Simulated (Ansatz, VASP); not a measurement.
## Pd in VASP and in Ansatz

```
Pd
1.0
     2.71546    0.00000    0.00000
     0.00000    2.71546    0.00000
     0.00000    0.00000   23.68050
Pd
5
Cartesian
  0.0000 0.0000 8.0438
  1.3577 1.3577 9.9290
  0.0000 0.0000 11.8402
  1.3577 1.3577 13.7515
  0.0000 0.0000 15.6367
```

Alike in both runs: task single point; functional LDA; k mesh 13 × 13 × 1; occupations fermi-dirac, width 0.05 eV; no spin polarisation.

|  | VASP | Ansatz |
| --- | --- | --- |
| version | VASP 6.6.1 | Ansatz 0.2.0 |
| potentials or method | VASP PAW LDA potentials, release 64 (Pd), cutoff 400 eV | all-electron PAW with datasets made for the slab, scalar-relativistic |

```tsv
	VASP	Ansatz	Ansatz less VASP
rms of the force components (eV/Å)	0.006	0.000	-0.0056
```

LDA's correlation is that of Perdew and Zunger in VASP and of Perdew and Wang (1992) in Ansatz. Atom by atom the forces differ by 0.006 eV/Å (rms over components). Ansatz ran all-electron here, and VASP with PAW potentials.
